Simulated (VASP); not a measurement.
A run of VASP 6.6.1:

File INCAR:

```
SYSTEM = Mg
ALGO     = Fast           ! electronic algorithm
EDIFF    = 1E-6           ! SCF threshold, eV
ENCUT    = 520            ! plane-wave cutoff, eV
GGA      = PS             ! functional
ISIF     = 2              ! what is computed and relaxed
ISMEAR   = 0              ! smearing method
LASPH    = .TRUE.         ! aspherical terms in the spheres
LCHARG   = .TRUE.         ! write CHGCAR
LELF     = .TRUE.         ! ELF
LREAL    = .FALSE.        ! projectors in reciprocal space
LVHAR    = .TRUE.       
LWAVE    = .FALSE.        ! write WAVECAR
NBANDS   = 10             ! bands
NELM     = 80             ! most SCF steps
PREC     = Accurate       ! precision mode
SIGMA    = 0.1            ! smearing width, eV
```

The input KPOINTS:

```
k-points
0
G
  12 12 16
  0 0 0
```

File POSCAR:

```
Mg
1.0
    5.0768987730      0.0000000000      0.0000000000
   -2.5384493865      4.3967233099      0.0000000000
    0.0000000000      0.0000000000      3.0646902507
Mg
3
Direct
    0.0000000000      0.0000000000      0.0000000000
    0.3333333333      0.6666666667      0.5000000000
    0.6666666667      0.3333333333      0.5000000000
```

Potentials or basis: VASP PAW PBE potentials, release 64 (Mg).

Command:

```bash
$ cat potpaw_PBE.64/Mg/POTCAR > POTCAR
$ mpirun -np 1 vasp_std > vasp.out
```

Hardware: 1 thread of Oxide Virtual Turin-like Processor, on a shared host.

Question: How long does it take, and how much memory?

Answer: It took 91 s on 1 thread of Oxide Virtual Turin-like Processor, with other jobs on the host, peak memory 0.23 GiB. Counts: scf iterations 10, k points 171.
